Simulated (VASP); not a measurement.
# PtSe2: single point with PBEsol

The system is PtSe2.

```
Pt Se
1.0
     1.81875    1.05006    5.29094
    -1.81875    1.05006    5.29094
     0.00000   -2.10011    5.29094
Pt Se
1 2
Direct
  0.99909 0.99909 0.99909
  0.42516 0.42516 0.42516
  0.24241 0.24241 0.24241
```

- Program: VASP 6.6.1
- Task: single point
- Functional: PBEsol
- Potentials or basis: VASP PAW PBE potentials, release 64 (Pt, Se)
- Cutoff: 500 eV
- k mesh: 8 × 8 × 8
- Occupations: fermi-dirac, width 0.03 eV
- Spin: no spin polarisation

| Item | Value |
| --- | --- |
| Pressure | 0.1 GPa |
| Largest force | 0.020 eV/Å |
| Band gap on the k mesh | zero (bands 11 and 12 overlap by 1.10 eV) |

Forces in eV/Å, atoms in the order of the input:
```
Pt   0.000  0.000 -0.002
Se   0.000  0.000  0.020
Se   0.000  0.000 -0.018
```

Levels at points of the mesh, in eV from the Fermi level:
```tsv
k point	band 7	band 8	band 9	band 10	band 11	band 12	band 13	band 14	band 15	band 16
(0.00, 0.00, 0.00)	-4.49	-2.80	-0.07	-0.07	0.81	0.94	0.94	2.33	5.83	7.83
(0.50, 0.00, 0.00)	-3.55	-3.07	-2.44	-2.11	-1.41	0.42	0.97	3.35	5.01	6.25
(0.50, 0.50, 0.00)	-3.93	-3.35	-2.74	-2.13	-2.07	0.26	1.94	4.15	6.59	7.18
(0.50, 0.50, 0.50)	-4.41	-2.89	-2.14	0.21	0.21	0.70	0.70	3.27	6.10	7.21
```

It took 94 s on 1 thread of Intel(R) Xeon(R) Platinum 8488C (Sapphire Rapids), on a shared host, peak memory 0.29 GiB.

Caveat: the PAW data sets were made with another functional, which shifts forces and pressure a little; spin-orbit coupling is left out, which moves the levels of the heavy elements.
